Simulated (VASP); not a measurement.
# Ba (P6/mmm) in VASP: a series of runs

Ba is run at these levels: r2SCAN; tasks: single point.

All numbers are computed with VASP 6.6.1; they aren't measurements. Logs are shortened: lines on timing, memory, paths and dates and some standing lists are left out, and cuts for length are marked.

## 1. The cell of the first run

Symmetry: P6/mmm, No. 191, hexagonal system. Conventional cell: a = 7.015 Å, b = 7.015 Å, c = 4.117 Å, α = 90.00°, β = 90.00°, γ = 120.00°. Ba (site symmetry 6/mmm) has 14 Ba at 4.12 to 4.54 Å within 5.4 Å. Ba (site symmetry -6m2) has 11 Ba at 4.05 to 4.54 Å within 5.3 Å.

This isn't the form of Ba at room conditions, which is bcc.

## 2. Single point, r2SCAN (58.48 Å³/atom)

POSCAR reads:

```
Ba
1.0
    7.0151691642      0.0000000000      0.0000000000
   -3.5075845821      6.0753147081      0.0000000000
    0.0000000000      0.0000000000      4.1167636259
Ba
3
Direct
    1.0000000000      0.0000000000      1.0000000000
    0.3333333333      0.6666666667      0.5000000000
    0.6666666667      0.3333333333      0.5000000000
```

INCAR.step1 reads:

```
  PREC = Accurate
  ENCUT = 520
  ISMEAR = -1
  SIGMA = 0.1
  LREAL = F
  LASPH = T
  NELM = 80
  NBANDS = 22
  GGA = PE
  ALGO = Normal
  EDIFF = 1E-4
  LWAVE = T
  LCHARG = F
```

INCAR.step2 reads:

```
  PREC = Accurate
  ENCUT = 520
  EDIFF = 1E-6
  ISMEAR = -1
  SIGMA = 0.1
  LREAL = F
  LASPH = T
  NELM = 80
  ALGO = Normal
  ISIF = 2
  LWAVE = F
  LCHARG = F
  METAGGA = R2SCAN
  LMIXTAU = T
  NBANDS = 22
  ISTART = 1
```

KPOINTS reads:

```
regular mesh
0
Gamma
  6 6 8
```

Potentials or basis: VASP PAW PBE potentials, release 64 (Ba_sv).

The run is started by

```bash
$ cat potpaw_PBE.64/Ba_sv/POTCAR > POTCAR
$ cp INCAR.step1 INCAR
$ mpirun -np 1 vasp_std > vasp.out
$ cp INCAR.step2 INCAR
$ mpirun -np 1 vasp_std > vasp.out
```

OUTCAR:

```text
PREC = Accurate
   ENCUT = 520
   EDIFF = 1E-6
   ISMEAR = -1
   LREAL = F
   LASPH = T
   NELM = 80
   ISIF = 2
   METAGGA = R2SCAN
   ISTART = 1

 ion  position               nearest neighbor table
   1  0.000  0.000  0.000-   2 4.54   3 4.54   2 4.54   3 4.54   3 4.54   3 4.54   2 4.54   2 4.54
                             3 4.54   3 4.54   2 4.54   2 4.54
   2  0.333  0.667  0.500-   3 4.05   3 4.05   3 4.05   1 4.54   1 4.54   1 4.54   1 4.54   1 4.54
                             1 4.54
   3  0.667  0.333  0.500-   2 4.05   2 4.05   2 4.05   1 4.54   1 4.54   1 4.54   1 4.54   1 4.54
                             1 4.54

  LATTYP: Found a hexagonal cell.
 ALAT       =     7.0151691642
 C/A-ratio  =     0.5868373990

  Lattice vectors:

 A1 = (   7.0151691642,   0.0000000000,   0.0000000000)
 A2 = (  -3.5075845821,   6.0753147081,   0.0000000000)
 A3 = (   0.0000000000,   0.0000000000,   4.1167636259)

Analysis of symmetry for initial positions (statically):
=====================================================================
 Subroutine PRICEL returns:
 Original cell was already a primitive cell.

 Routine SETGRP: Setting up the symmetry group for a
 hexagonal supercell.

 Subroutine GETGRP returns: Found 24 space group operations
 (whereof 24 operations were pure point group operations)
 out of a pool of 24 trial point group operations.

The static configuration has the point symmetry D_6h.

Analysis of symmetry for dynamics (positions and initial velocities):
=====================================================================
 Subroutine PRICEL returns:
 Original cell was already a primitive cell.

 Routine SETGRP: Setting up the symmetry group for a
 hexagonal supercell.

 Subroutine GETGRP returns: Found 24 space group operations
 (whereof 24 operations were pure point group operations)
 out of a pool of 24 trial point group operations.

The dynamic configuration has the point symmetry D_6h.

 Subroutine INISYM returns: Found 24 space group operations
 (whereof 24 operations are pure point group operations),
 and found     1 'primitive' translations

----------------------------------------------------------------------------------------

                                     Primitive cell

  volume of cell :     175.4538

  direct lattice vectors                    reciprocal lattice vectors
     7.015169164  0.000000000  0.000000000     0.142548237  0.082300263  0.000000000
    -3.507584582  6.075314708  0.000000000     0.000000000  0.164600527  0.000000000
     0.000000000  0.000000000  4.116763626     0.000000000  0.000000000  0.242909259

  length of vectors
     7.015169164  7.015169164  4.116763626     0.164600527  0.164600527  0.242909259

  position of ions in fractional coordinates (direct lattice)
     0.000000000  0.000000000  0.000000000
     0.333333333  0.666666667  0.500000000
     0.666666667  0.333333333  0.500000000

  ion indices of the primitive-cell ions
   primitive index   ion index
                 1           1
                 2           2
                 3           3

----------------------------------------------------------------------------------------

 KPOINTS: regular mesh

Automatic generation of k-mesh.
 Grid dimensions read from file:
 generate k-points for:    6    6    8

 Generating k-lattice:

  Cartesian coordinates                     Fractional coordinates (reciprocal lattice)
     0.023758040  0.013716711  0.000000000     0.166666667 -0.000000000  0.000000000
     0.000000000  0.027433421  0.000000000     0.000000000  0.166666667  0.000000000
     0.000000000  0.000000000  0.030363657     0.000000000  0.000000000  0.125000000

  Length of vectors
     0.027433421  0.027433421  0.030363657

  Shift w.r.t. Gamma in fractional coordinates (k-lattice)
     0.000000000  0.000000000  0.000000000

 Subroutine IBZKPT returns following result:
 ===========================================

 Found     35 irreducible k-points:

 Following reciprocal coordinates:
            Coordinates               Weight
  0.000000  0.000000  0.000000      1.000000
  0.166667  0.000000  0.000000      6.000000
  0.333333 -0.000000  0.000000      6.000000
  0.500000  0.000000  0.000000      3.000000
  0.166667  0.166667  0.000000      6.000000
  0.333333  0.166667  0.000000     12.000000
[... 16 lines left out ...]
  0.166667  0.000000  0.375000     12.000000
  0.333333 -0.000000  0.375000     12.000000
 [... further k-points ...]
   k-points           NKPTS =     35   k-points in BZ     NKDIM =     35   number of bands    NBANDS=     22
   number of dos      NEDOS =    301   number of ions     NIONS =      3
   total plane-waves  NPLWV =  93312
   dimension x,y,z NGX =    54 NGY =   54 NGZ =   32
   dimension x,y,z NGXF=   108 NGYF=  108 NGZF=   64
   ions per type =               3
   NGX,Y,Z   is equivalent  to a cutoff of  12.80, 12.80, 12.92 a.u.
   NGXF,Y,Z  is equivalent  to a cutoff of  25.59, 25.59, 25.84 a.u.
 SYSTEM =  unknown system
   PREC   = accura    normal or accurate (medium, high low for compatibility)
   ISTART =      1    job   : 0-new  1-cont  2-samecut
   ICHARG =      0    charge: 1-file 2-atom 10-const
   ISPIN  =      1    spin polarized calculation?
   LNONCOLLINEAR =      F non collinear calculations
   LSORBIT =      F    spin-orbit coupling
   LASPH  =      T    aspherical Exc in radial PAW
   ENCUT  =  520.0 eV  38.22 Ry    6.18 a.u.  13.04 13.04  7.65*2*pi/ulx,y,z
   NELM   =     80;   NELMIN=  2; NELMDL=  0     # of ELM steps
   EDIFF  = 0.1E-05   stopping-criterion for ELM
   LREAL  =      F    real-space projection
[... 7 lines left out ...]
   TEBEG  =    0.0;   TEEND  =   0.0 temperature during run
   PSTRESS=    0.0 pullay stress
   NELECT =      30.0000    total number of electrons
   NUPDOWN=      -1.0000    fix difference up-down
   EMIN   =  10.00;   EMAX   =-10.00  energy-range for DOS
   EFERMI =   0.00;   METHOD = LEGACY
   ISMEAR =    -1;   SIGMA  =   0.10  broadening in eV -4-tet -1-fermi 0-gaus
   EFERMI_NEDOS =   21; number of points for ismear=-14 and -15
   IALGO  =     38    algorithm
   IMIX   =      4    mixing-type and parameters
     AMIX     =   0.40;   BMIX     =  1.00
     AMIX_MAG =   1.60;   BMIX_MAG =  1.00
  volume/ion in A,a.u.               =      58.48       394.67
  Fermi-wavevector in a.u.,A,eV,Ry     =   0.908645  1.717090 11.233459  0.825636
  Thomas-Fermi vector in A             =   2.032596
   LORBIT       =      0    0 simple, 1 ext, 2 COOP (PROOUT), +10 PAW based schemes
   METAGGA = R2SCAN    functional components
   LHFCALC =     F    Hartree Fock is set to
   AEXX    =    0.0000 exact exchange contribution
   IVDW    =     0    specifies the selected vdW correction
   LEPSILON=     F    determine dielectric tensor
   LRPA    =     F    only Hartree local field effects (RPA)
 non-spin polarized calculation
  energy-cutoff  :      520.00
  volume of cell :      175.45
 maximum number of plane-waves:      4746
 NGX is ok and might be reduce to    54
   NGX = 27   NGY = 27   NGZ = 15

 number of electron      30.0000004 magnetization

 Free energy of the ion-electron system (eV)
  ---------------------------------------------------
  ext. energy  EPLUGINS =         0.00000000
  ---------------------------------------------------
  free energy    TOTEN  =       -79.11962478 eV

  energy without entropy =      -78.95177946  energy(sigma->0) =      -79.03570212

 E-fermi :   2.0028     XC(G=0):  -8.0879

 val. band max:        1.9987189433   @ k =   0.0000   0.0000   0.5000
 cond. band min:       2.0138916098   @ k =   0.0000   0.0000   0.1250
 fundamental gap:      0.0151726664
 Fermi energy:         2.0027576421

 k-point     1 :       0.0000    0.0000    0.0000
  band No.  band energies     occupation
      1     -27.8528      2.00000
      2     -27.7776      2.00000
      3     -27.6930      2.00000
      4     -12.8316      2.00000
      5     -12.8316      2.00000
      6     -12.6196      2.00000
[... 14 lines left out ...]
     21       4.4878      0.00000
     22       4.4878      0.00000

 k-point     2 :       0.1667    0.0000    0.0000
  band No.  band energies     occupation
      1     -27.8479      2.00000
      2     -27.7819      2.00000
      3     -27.6939      2.00000
      4     -12.8682      2.00000
      5     -12.8389      2.00000
      6     -12.5700      2.00000
[... 14 lines left out ...]
     21       4.1794      0.00000
     22       4.6657      0.00000

 k-point     3 :       0.3333   -0.0000    0.0000
  band No.  band energies     occupation
      1     -27.8353      2.00000
      2     -27.7929      2.00000
      3     -27.6957      2.00000
      4     -12.9193      2.00000
      5     -12.8058      2.00000
      6     -12.5097      2.00000
[... 14 lines left out ...]
     21       3.6883      0.00000
     22       4.6379      0.00000

 k-point     4 :       0.5000    0.0000    0.0000
  band No.  band energies     occupation
      1     -27.8251      2.00000
      2     -27.8022      2.00000
      3     -27.6967      2.00000
      4     -12.9396      2.00000
      5     -12.7445      2.00000
      6     -12.6019      2.00000
[... 14 lines left out ...]
     21       3.6278      0.00000
     22       4.5531      0.00000

 k-point     5 :       0.1667    0.1667    0.0000
  band No.  band energies     occupation
      1     -27.8390      2.00000
      2     -27.7896      2.00000
      3     -27.6952      2.00000
      4     -12.8923      2.00000
      5     -12.8387      2.00000
      6     -12.5092      2.00000
[... 14 lines left out ...]
     21       3.7261      0.00000
     22       4.8163      0.00000

 k-point     6 :       0.3333    0.1667    0.0000
  band No.  band energies     occupation
      1     -27.8256      2.00000
      2     -27.8016      2.00000
      3     -27.6968      2.00000
      4     -12.9116      2.00000
      5     -12.7828      2.00000
      6     -12.6069      2.00000
[... 14 lines left out ...]
     21       3.5708      0.00000
     22       4.6810      0.00000

 k-point     7 :       0.3333    0.3333    0.0000
  band No.  band energies     occupation
      1     -27.8133      2.00000
      2     -27.8133      2.00000
      3     -27.6974      2.00000
      4     -12.8874      2.00000
      5     -12.7279      2.00000
      6     -12.7279      2.00000
[... 324 lines left out ...]
      6     -12.6595      2.00000
[... 14 lines left out ...]
     21       4.0328      0.00000
     22       4.2593      0.00000

 k-point    21 :       0.3333    0.3333    0.2500
  band No.  band energies     occupation
      1     -27.7944      2.00000
      2     -27.7944      2.00000
      3     -27.6776      2.00000
      4     -12.8816      2.00000
      5     -12.6834      2.00000
      6     -12.6834      2.00000
[... 14 lines left out ...]
     21       3.9583      0.00000
     22       4.3488      0.00000

 k-point    22 :       0.0000    0.0000    0.3750
  band No.  band energies     occupation
      1     -27.8161      2.00000
      2     -27.7462      2.00000
      3     -27.6628      2.00000
      4     -12.8349      2.00000
      5     -12.7680      2.00000
      6     -12.7680      2.00000
[... 14 lines left out ...]
     21       4.4823      0.00000
     22       4.4823      0.00000

 k-point    23 :       0.1667    0.0000    0.3750
  band No.  band energies     occupation
      1     -27.8119      2.00000
      2     -27.7504      2.00000
      3     -27.6630      2.00000
      4     -12.8372      2.00000
      5     -12.7816      2.00000
      6     -12.7718      2.00000
[... 14 lines left out ...]
     21       4.3413      0.00000
     22       4.3876      0.00000

 k-point    24 :       0.3333   -0.0000    0.3750
  band No.  band energies     occupation
      1     -27.8011      2.00000
      2     -27.7610      2.00000
      3     -27.6632      2.00000
      4     -12.8394      2.00000
      5     -12.8099      2.00000
      6     -12.8056      2.00000
[... 14 lines left out ...]
     21       4.2246      0.00000
     22       4.2435      0.00000

 [... further k-points ...]

------------------------ aborting loop because EDIFF is reached ----------------------------------------

  FORCE on cell =-STRESS in cart. coord.  units (eV):
  Direction    XX          YY          ZZ          XY          YZ          ZX
  --------------------------------------------------------------------------------------
  -------------------------------------------------------------------------------------
  Total        1.3786162      1.3786162      1.3521571      0.0000000     -0.0000000      0.0000000
  in kB       12.5889959     12.5889959     12.3473818      0.0000000     -0.0000000      0.0000000
  external PRESSURE =      12.5084579 kB  Pullay stress =       0.0000000 kB

 VOLUME and BASIS-vectors are now :
 -----------------------------------------------------------------------------
  energy-cutoff  :      520.00
  volume of cell :      175.45
      direct lattice vectors                 reciprocal lattice vectors
     7.015169164  0.000000000  0.000000000     0.142548237  0.082300263  0.000000000
    -3.507584582  6.075314708  0.000000000     0.000000000  0.164600527  0.000000000
     0.000000000  0.000000000  4.116763626     0.000000000  0.000000000  0.242909259

 POSITION                                       TOTAL-FORCE (eV/Angst)
 -----------------------------------------------------------------------------------
      0.00000      0.00000      0.00000        -0.000000      0.000000      0.000000
     -0.00000      4.05021      2.05838         0.000000      0.000000      0.000000
      3.50758      2.02510      2.05838        -0.000000     -0.000000      0.000000
 -----------------------------------------------------------------------------------
    total drift:                                0.000000      0.000000      0.000000

  FREE ENERGIE OF THE ION-ELECTRON SYSTEM (eV)
  ---------------------------------------------------
  free  energy   TOTEN  =       -79.1196247804 eV

  energy  without entropy=      -78.9517794586  energy(sigma->0) =      -79.03570212
```

Run time: 6.2 min. Hardware: 1 thread of Intel Xeon 6975P-C (Granite Rapids), shared host; peak memory 0.38 GiB.

Results:

```yaml
Free_energy: -79.1196 eV
Pressure: 1.3 GPa
Band_gap_on_the_k_mesh: zero (bands 15 and 16 overlap by 0.67 eV)
```

Caveat: the PAW data sets were made with another functional, which shifts forces and pressure a little; spin-orbit coupling is left out, which moves the levels of the heavy elements.

[end of part 1 of 2]
